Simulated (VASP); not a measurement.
# MoW5 (P4/mmm) in VASP: further runs

Runs on MoW5. Level: PBE. Tasks: single point.

Everything below comes from runs of VASP 6.6.1. Logs are shortened: lines on timing, memory, paths and dates and some standing lists are left out, and cuts for length are marked.

## (1) The cell of the first run

Symmetry: P4/mmm, No. 123, tetragonal system. Conventional cell: a = 3.115 Å, b = 3.115 Å, c = 9.347 Å, α = 90.00°, β = 90.00°, γ = 90.00°. Mo (site symmetry 4/mmm) has 10 W at 2.69 to 3.11 Å and 4 Mo at 3.11 Å within 3.5 Å. Within 3.5 Å of W (site symmetry 4mm) lie 4 Mo at 2.69 Å and 10 W at 2.70 to 3.13 Å. W (site symmetry 4mm) has 13 W at 2.70 to 3.13 Å and 1 Mo at 3.11 Å within 3.6 Å. Within 3.6 Å of W (site symmetry 4/mmm) lie 14 W at 2.70 to 3.13 Å.

## (2) Single point, PBE (volume scaled by 0.94, then relaxed in part)

Input file INCAR:

```
ALGO = Fast ; EDIFF = 1E-7
ENCUT = 520 ; GGA = PE
ISIF = 2 ; ISMEAR = 0
LASPH = T ; LCHARG = F
LREAL = F ; LWAVE = F
NBANDS = 51 ; NELM = 60
PREC = Accurate ; SIGMA = 0.1
```

Input file KPOINTS:

```
k-points
0
Gamma
  12 12 4
```

Input file POSCAR:

```
MoW5
1.0
    3.1148527653      0.0000000000      0.0000000000
    0.0000000000      3.1148527653      0.0000000000
    0.0000000000      0.0000000000      9.3474558185
Mo W
1 5
Direct
    0.5000000000      0.5000000000      0.5000000000
    0.0000000000      0.0000000000      0.6656238880
    0.5000000000      0.5000000000      0.8327772429
    0.0000000000      0.0000000000      0.0000000000
    0.5000000000      0.5000000000      0.1672227571
    0.0000000000      0.0000000000      0.3343761120
```

Potentials or basis: VASP PAW PBE potentials, release 64 (Mo_sv, W_sv).

Launch:

```console
cat potpaw_PBE.64/Mo_sv/POTCAR potpaw_PBE.64/W_sv/POTCAR > POTCAR
mpirun -np 1 vasp_std > vasp.out
```

OUTCAR:

```text
EDIFF = 1E-7
   ENCUT = 520
   GGA = PE
   ISIF = 2
   ISMEAR = 0
   LASPH = T
   LREAL = F
   NELM = 60
   PREC = Accurate

 ion  position               nearest neighbor table
   1  0.500  0.500  0.500-   2 2.69   6 2.69   2 2.69   6 2.69   2 2.69   6 2.69   2 2.69   6 2.69
                             5 3.11   3 3.11
   2  0.000  0.000  0.666-   1 2.69   1 2.69   1 2.69   1 2.69   3 2.70   3 2.70   3 2.70   3 2.70
                             6 3.10   4 3.13
   3  0.500  0.500  0.833-   2 2.70   2 2.70   2 2.70   2 2.70   4 2.70   4 2.70   4 2.70   4 2.70
                             1 3.11   5 3.13
   4  0.000  0.000  0.000-   3 2.70   5 2.70   3 2.70   5 2.70   3 2.70   5 2.70   3 2.70   5 2.70
                             2 3.13   6 3.13
   5  0.500  0.500  0.167-   6 2.70   6 2.70   6 2.70   6 2.70   4 2.70   4 2.70   4 2.70   4 2.70
                             1 3.11   3 3.13
   6  0.000  0.000  0.334-   1 2.69   1 2.69   1 2.69   1 2.69   5 2.70   5 2.70   5 2.70   5 2.70
                             2 3.10   4 3.13

  LATTYP: Found a simple tetragonal cell.
 ALAT       =     3.1148527653
 C/A-ratio  =     3.0009302278

  Lattice vectors:

 A1 = (   3.1148527653,   0.0000000000,   0.0000000000)
 A2 = (   0.0000000000,   3.1148527653,   0.0000000000)
 A3 = (   0.0000000000,   0.0000000000,   9.3474558185)

Analysis of symmetry for initial positions (statically):
=====================================================================
 Subroutine PRICEL returns:
 Original cell was already a primitive cell.

 Routine SETGRP: Setting up the symmetry group for a
 simple tetragonal supercell.

 Subroutine GETGRP returns: Found 16 space group operations
 (whereof 16 operations were pure point group operations)
 out of a pool of 16 trial point group operations.

The static configuration has the point symmetry D_4h.

Analysis of symmetry for dynamics (positions and initial velocities):
=====================================================================
 Subroutine PRICEL returns:
 Original cell was already a primitive cell.

 Routine SETGRP: Setting up the symmetry group for a
 simple tetragonal supercell.

 Subroutine GETGRP returns: Found 16 space group operations
 (whereof 16 operations were pure point group operations)
 out of a pool of 16 trial point group operations.

The dynamic configuration has the point symmetry D_4h.

 Subroutine INISYM returns: Found 16 space group operations
 (whereof 16 operations are pure point group operations),
 and found     1 'primitive' translations

----------------------------------------------------------------------------------------

                                     Primitive cell

  volume of cell :      90.6919

  direct lattice vectors                    reciprocal lattice vectors
     3.114852765  0.000000000  0.000000000     0.321042462  0.000000000  0.000000000
     0.000000000  3.114852765  0.000000000     0.000000000  0.321042462  0.000000000
     0.000000000  0.000000000  9.347455819     0.000000000  0.000000000  0.106980982

  length of vectors
     3.114852765  3.114852765  9.347455819     0.321042462  0.321042462  0.106980982

  position of ions in fractional coordinates (direct lattice)
     0.500000000  0.500000000  0.500000000
     0.000000000  0.000000000  0.665623888
     0.500000000  0.500000000  0.832777243
     0.000000000  0.000000000  0.000000000
     0.500000000  0.500000000  0.167222757
     0.000000000  0.000000000  0.334376112

  ion indices of the primitive-cell ions
   primitive index   ion index
                 1           1
                 2           2
                 3           3
                 4           4
                 5           5
                 6           6

----------------------------------------------------------------------------------------

 KPOINTS: k-points

Automatic generation of k-mesh.
 Grid dimensions read from file:
 generate k-points for:   12   12    4

 Generating k-lattice:

  Cartesian coordinates                     Fractional coordinates (reciprocal lattice)
     0.026753538  0.000000000  0.000000000     0.083333333  0.000000000  0.000000000
     0.000000000  0.026753538  0.000000000     0.000000000  0.083333333  0.000000000
     0.000000000  0.000000000  0.026745245     0.000000000  0.000000000  0.250000000

  Length of vectors
     0.026753538  0.026753538  0.026745245

  Shift w.r.t. Gamma in fractional coordinates (k-lattice)
     0.000000000  0.000000000  0.000000000

 Subroutine IBZKPT returns following result:
 ===========================================

 Found     84 irreducible k-points:

 Following reciprocal coordinates:
            Coordinates               Weight
  0.000000  0.000000  0.000000      1.000000
  0.083333  0.000000  0.000000      4.000000
  0.166667  0.000000  0.000000      4.000000
  0.250000  0.000000  0.000000      4.000000
  0.333333  0.000000  0.000000      4.000000
  0.416667  0.000000  0.000000      4.000000
[... 16 lines left out ...]
  0.333333  0.333333  0.000000      4.000000
  0.416667  0.333333  0.000000      8.000000
 [... further k-points ...]
   k-points           NKPTS =     84   k-points in BZ     NKDIM =     84   number of bands    NBANDS=     51
   number of dos      NEDOS =    301   number of ions     NIONS =      6
   total plane-waves  NPLWV =  40320
   dimension x,y,z NGX =    24 NGY =   24 NGZ =   70
   dimension x,y,z NGXF=    48 NGYF=   48 NGZF=  140
   ions per type =               1   5
   NGX,Y,Z   is equivalent  to a cutoff of  12.81, 12.81, 12.45 a.u.
   NGXF,Y,Z  is equivalent  to a cutoff of  25.62, 25.62, 24.90 a.u.
 SYSTEM =  unknown system
   PREC   = accura    normal or accurate (medium, high low for compatibility)
   ISTART =      0    job   : 0-new  1-cont  2-samecut
   ICHARG =      2    charge: 1-file 2-atom 10-const
   ISPIN  =      1    spin polarized calculation?
   LNONCOLLINEAR =      F non collinear calculations
   LSORBIT =      F    spin-orbit coupling
   LASPH  =      T    aspherical Exc in radial PAW
   ENCUT  =  520.0 eV  38.22 Ry    6.18 a.u.   5.79  5.79 17.38*2*pi/ulx,y,z
   NELM   =     60;   NELMIN=  2; NELMDL= -5     # of ELM steps
   EDIFF  = 0.1E-06   stopping-criterion for ELM
   LREAL  =      F    real-space projection
   EDIFFG = 0.1E-05   stopping-criterion for IOM
   NSW    =      0    number of steps for IOM
   IBRION =     -1    ionic relax: 0-MD 1-quasi-New 2-CG
   NFREE  =      0    steps in history (QN), initial steepest desc. (CG)
   ISIF   =      2    stress and relaxation
   ISYM   =      2    0-nonsym 1-usesym 2-fastsym
   POTIM  = 0.5000    time-step for ionic-motion
   TEBEG  =    0.0;   TEEND  =   0.0 temperature during run
   PSTRESS=    0.0 pullay stress
   NELECT =      84.0000    total number of electrons
   NUPDOWN=      -1.0000    fix difference up-down
   EMIN   =  10.00;   EMAX   =-10.00  energy-range for DOS
   EFERMI =   0.00;   METHOD = LEGACY
   ISMEAR =     0;   SIGMA  =   0.10  broadening in eV -4-tet -1-fermi 0-gaus
   EFERMI_NEDOS =   21; number of points for ismear=-14 and -15
   IALGO  =     68    algorithm
   IMIX   =      4    mixing-type and parameters
     AMIX     =   0.40;   BMIX     =  1.00
     AMIX_MAG =   1.60;   BMIX_MAG =  1.00
  volume/ion in A,a.u.               =      15.12       102.00
  Fermi-wavevector in a.u.,A,eV,Ry     =   1.595800  3.015625 34.648289  2.546577
  Thomas-Fermi vector in A             =   2.693662
   LORBIT       =      0    0 simple, 1 ext, 2 COOP (PROOUT), +10 PAW based schemes
   GGA     = PE    functional components
   LHFCALC =     F    Hartree Fock is set to
   AEXX    =    0.0000 exact exchange contribution
   IVDW    =     0    specifies the selected vdW correction
   LEPSILON=     F    determine dielectric tensor
   LRPA    =     F    only Hartree local field effects (RPA)
 non-spin polarized calculation
 RMM-DIIS sequential band-by-band and
 Gauss-broadening in eV      SIGMA  =   0.10
  energy-cutoff  :      520.00
  volume of cell :       90.69
 maximum number of plane-waves:      2480
 NGX is ok and might be reduce to    24
   NGX = 11   NGY = 11   NGZ = 35

 number of electron      84.0000012 magnetization

 Free energy of the ion-electron system (eV)
  ---------------------------------------------------
  ext. energy  EPLUGINS =         0.00000000
  ---------------------------------------------------
  free energy    TOTEN  =       -75.35134005 eV

  energy without entropy =      -75.33552031  energy(sigma->0) =      -75.34343018

 E-fermi :  12.3895     XC(G=0): -13.8584

 val. band max:       12.3888352870   @ k =   0.5000   0.5000   0.5000
 cond. band min:      12.3895951384   @ k =   0.0000   0.0000   0.2500
 fundamental gap:      0.0007598515
 Fermi energy:        12.3894724481

 k-point     1 :       0.0000    0.0000    0.0000
  band No.  band energies     occupation
      1     -61.7962      2.00000
      2     -61.7600      2.00000
      3     -61.6961      2.00000
      4     -61.5997      2.00000
      5     -61.5392      2.00000
      6     -48.6647      2.00000
[... 43 lines left out ...]
     50      14.5675      0.00000
     51      15.5388      0.00000

 k-point     2 :       0.0833    0.0000    0.0000
  band No.  band energies     occupation
      1     -61.7916      2.00000
      2     -61.7571      2.00000
      3     -61.6950      2.00000
      4     -61.6010      2.00000
      5     -61.5425      2.00000
      6     -48.6632      2.00000
[... 43 lines left out ...]
     50      14.6487      0.00000
     51      15.5709      0.00000

 k-point     3 :       0.1667    0.0000    0.0000
  band No.  band energies     occupation
      1     -61.7785      2.00000
      2     -61.7488      2.00000
      3     -61.6921      2.00000
      4     -61.6051      2.00000
      5     -61.5525      2.00000
      6     -48.6591      2.00000
[... 43 lines left out ...]
     50      14.8928      0.00000
     51      15.5165      0.00000
[... 1027 lines left out ...]
 k-point    23 :       0.3333    0.3333    0.0000
  band No.  band energies     occupation
      1     -61.7115      2.00000
      2     -61.7039      2.00000
      3     -61.6591      2.00000
      4     -61.6215      2.00000
      5     -61.6098      2.00000
      6     -48.6291      2.00000
[... 43 lines left out ...]
     50      15.2729      0.00000
     51      15.3004      0.00000

 k-point    24 :       0.4167    0.3333    0.0000
  band No.  band energies     occupation
      1     -61.7055      2.00000
      2     -61.6989      2.00000
      3     -61.6483      2.00000
      4     -61.6224      2.00000
      5     -61.6203      2.00000
      6     -48.6246      2.00000
[... 43 lines left out ...]
     50      15.5338      0.00000
     51      15.5731      0.00000

 [... further k-points ...]
[... 5 lines left out ...]
  --------------------------------------------------------------------------------------
  -------------------------------------------------------------------------------------
  Total       12.1221935     12.1221935     12.1234942      0.0000000      0.0000000      0.0000000
  in kB      214.1525881    214.1525881    214.1755666      0.0000000      0.0000000      0.0000000
  external PRESSURE =     214.1602476 kB  Pullay stress =       0.0000000 kB

 VOLUME and BASIS-vectors are now :
 -----------------------------------------------------------------------------
  energy-cutoff  :      520.00
  volume of cell :       90.69
      direct lattice vectors                 reciprocal lattice vectors
     3.114852765  0.000000000  0.000000000     0.321042462  0.000000000  0.000000000
     0.000000000  3.114852765  0.000000000     0.000000000  0.321042462  0.000000000
     0.000000000  0.000000000  9.347455819     0.000000000  0.000000000  0.106980982

 POSITION                                       TOTAL-FORCE (eV/Angst)
 -----------------------------------------------------------------------------------
      1.55743      1.55743      4.67373        -0.000000     -0.000000      0.000000
      0.00000      0.00000      6.22189        -0.000000     -0.000000     -0.008923
      1.55743      1.55743      7.78435         0.000000     -0.000000      0.002675
      0.00000      0.00000      0.00000        -0.000000     -0.000000      0.000000
      1.55743      1.55743      1.56311        -0.000000      0.000000     -0.002675
      0.00000      0.00000      3.12557        -0.000000     -0.000000      0.008923
 -----------------------------------------------------------------------------------
    total drift:                                0.000000     -0.000000      0.000000

  FREE ENERGIE OF THE ION-ELECTRON SYSTEM (eV)
  ---------------------------------------------------
  free  energy   TOTEN  =       -75.3513400512 eV

  energy  without entropy=      -75.3355203062  energy(sigma->0) =      -75.34343018
```

It took 10 min on 1 thread of Oxide Virtual Turin-like, shared host; peak memory 0.37 GiB.

Results:

```yaml
Free_energy: -75.3513 eV
Pressure: 21.4 GPa
Largest_force: 0.009 eV/Å
Band_gap_on_the_k_mesh: zero (band 42 reaches 13.33 eV, above the bottom of band 43 at 11.79 eV)
```

Forces in eV/Å, atoms in the order of the input:
```
Mo   0.000  0.000  0.000
W    0.000  0.000 -0.009
W    0.000  0.000  0.003
W    0.000  0.000  0.000
W    0.000  0.000 -0.003
W    0.000  0.000  0.009
```

Caveat: the cell differs from its parent crystal (volume scaled by 0.94, then relaxed in part); spin-orbit coupling is left out, which moves the levels of the heavy elements.

## (3) Single point, PBE (volume scaled by 0.97, then relaxed in part)

Input file INCAR:

```
  ALGO = Fast
  EDIFF = 1E-6
  ENCUT = 520
  GGA = PE
  ISIF = 2
  ISMEAR = 0
  LASPH = True
  LCHARG = False
  LREAL = False
  LWAVE = False
  NBANDS = 51
  NELM = 80
  PREC = Accurate
  SIGMA = 0.1
```

KPOINTS is that of step 2.

Input file POSCAR:

```
MoW5
1.0
    3.1477493522      0.0000000000      0.0000000000
    0.0000000000      3.1477493522      0.0000000000
    0.0000000000      0.0000000000      9.4452196361
Mo W
1 5
Direct
    0.5000000000      0.5000000000      0.5000000000
    0.0000000000      0.0000000000      0.6657653676
    0.5000000000      0.5000000000      0.8328345568
    0.0000000000      0.0000000000      0.0000000000
    0.5000000000      0.5000000000      0.1671654432
    0.0000000000      0.0000000000      0.3342346324
```

Potentials or basis: VASP PAW PBE potentials, release 64 (Mo_sv, W_sv).

Launch:

```console
cat potpaw_PBE.64/Mo_sv/POTCAR potpaw_PBE.64/W_sv/POTCAR > POTCAR
mpirun -np 1 vasp_std > vasp.out
```

It took 6.1 min on 1 thread of Oxide Virtual Turin-like, shared host; peak memory 0.38 GiB.

It converged, with:

* Free energy: -75.6359 eV
* Pressure: 10.2 GPa
* Largest force: 0.005 eV/Å
* Band gap on the k mesh: zero (band 42 reaches 12.73 eV, above the bottom of band 43 at 11.34 eV)

Forces in eV/Å, atoms in the order of the input:
```
Mo   0.000  0.000  0.000
W    0.000  0.000 -0.005
W    0.000  0.000 -0.001
W    0.000  0.000  0.000
W    0.000  0.000  0.001
W    0.000  0.000  0.005
```

Levels at points of the mesh, in eV from the Fermi level:
```csv
k point,band 40,band 41,band 42,band 43,band 44,band 45
"(0.00, 0.00, 0.00)",-1.24,-0.88,-0.82,-0.21,-0.06,0.76
"(0.50, 0.00, 0.00)",-0.91,-0.67,-0.66,-0.55,-0.54,1.13
"(0.50, 0.50, 0.00)",-1.72,0.84,0.84,1.91,2.08,2.32
"(0.00, 0.00, 0.50)",-0.96,-0.66,-0.66,-0.55,-0.55,1.11
"(0.50, 0.00, 0.50)",-1.88,0.17,0.24,0.33,0.38,0.84
"(0.50, 0.50, 0.50)",-0.31,-0.06,-0.06,1.97,2.26,2.32
```

Caveat: the cell differs from its parent crystal (volume scaled by 0.97, then relaxed in part); spin-orbit coupling is left out, which moves the levels of the heavy elements.

## (4) Single point, PBE

This run uses another cell than the first one, of 16.08 Å³/atom, 1.064 times its volume.

Input file INCAR:

```
SYSTEM = MoW5
PREC     = Accurate       ! precision mode
ENCUT    = 520            ! plane-wave cutoff, eV
EDIFF    = 1E-6           ! SCF threshold, eV
ISMEAR   = 0              ! smearing method
SIGMA    = 0.1            ! smearing width, eV
LREAL    = .False.        ! projectors in reciprocal space
LASPH    = .True.         ! aspherical terms in the spheres
NELM     = 80             ! most SCF steps
ALGO     = Fast           ! electronic algorithm
ISIF     = 2              ! what is computed and relaxed
LWAVE    = .False.        ! write WAVECAR
LCHARG   = .False.        ! write CHGCAR
GGA      = PE             ! functional
NBANDS   = 51             ! bands
```

Input file KPOINTS:

```
regular mesh
0
Gamma
  12 12 4
  0 0 0
```

Input file POSCAR:

```
MoW5
1.0
    3.1798401000      0.0000000000      0.0000000000
    0.0000000000      3.1798401000      0.0000000000
    0.0000000000      0.0000000000      9.5417943000
Mo W
1 5
Direct
    0.5000000000      0.5000000000      0.5000000000
    0.0000000000      0.0000000000      0.6659340000
    0.5000000000      0.5000000000      0.8328580000
    0.0000000000      0.0000000000      0.0000000000
    0.5000000000      0.5000000000      0.1671420000
    0.0000000000      0.0000000000      0.3340660000
```

Launch:

```console
cat potpaw_PBE.64/Mo_sv/POTCAR potpaw_PBE.64/W_sv/POTCAR > POTCAR
mpirun -np 1 vasp_std > vasp.out
```

Wall time 6.9 min (1 thread of Oxide Virtual Turin-like, shared host); peak memory 0.39 GiB.

The run converged. Its results:

- Free energy: -75.7318 eV
- Pressure: 0.5 GPa
- Largest force: 0.004 eV/Å
- Band gap on the k mesh: zero (band 42 reaches 12.17 eV, above the bottom of band 43 at 10.90 eV)

Forces on the atoms (eV/Å):
```
Mo   0.000  0.000  0.000
W    0.000  0.000 -0.004
W    0.000  0.000  0.003
W    0.000  0.000  0.000
W    0.000  0.000 -0.003
W    0.000  0.000  0.004
```

Levels at points of the mesh, in eV from the Fermi level:
```csv
k point,band 39,band 40,band 41,band 42,band 43,band 44,band 45,band 46
"(0.00, 0.00, 0.00)",-1.17,-1.17,-0.79,-0.73,-0.17,-0.04,0.74,0.74
"(0.50, 0.00, 0.00)",-0.92,-0.90,-0.63,-0.62,-0.52,-0.51,1.11,1.31
"(0.50, 0.50, 0.00)",-1.70,-1.70,0.75,0.75,1.84,2.01,2.24,2.55
"(0.00, 0.00, 0.50)",-1.03,-0.90,-0.62,-0.62,-0.52,-0.52,1.11,1.12
"(0.50, 0.00, 0.50)",-1.81,-1.79,0.18,0.26,0.35,0.38,0.76,0.77
"(0.50, 0.50, 0.50)",-0.36,-0.36,-0.10,-0.10,1.90,2.19,2.24,2.35
```

Caveat: spin-orbit coupling is left out, which moves the levels of the heavy elements.

## (5) The runs side by side

```csv
cell,further INCAR settings,gap on the mesh (eV),pressure (GPa),largest force (eV/Å)
"a = 3.115, b = 3.115, c = 9.347 Å, 6 atoms",ALGO = Fast; EDIFF = 1e-07; NBANDS = 51,none,21.4,0.01
"a = 3.148, b = 3.148, c = 9.445 Å, 6 atoms",ALGO = Fast; EDIFF = 1e-06; NBANDS = 51,none,10.2,0.01
"a = 3.180, b = 3.180, c = 9.542 Å, 6 atoms",ALGO = Fast; EDIFF = 1e-06; NBANDS = 51,none,0.5,-
```

Alike in all rows: task single point; level PBE; potentials or basis VASP PAW PBE potentials, release 64 (Mo_sv, W_sv); no spin polarisation; k mesh 12 × 12 × 4; cutoff (eV) 520; smearing gaussian 0.1 eV.

Caveats: spin-orbit coupling is left out, which moves the levels of the heavy elements.

Total energies depend on the potentials used, so only differences within one code and one set of settings carry meaning.
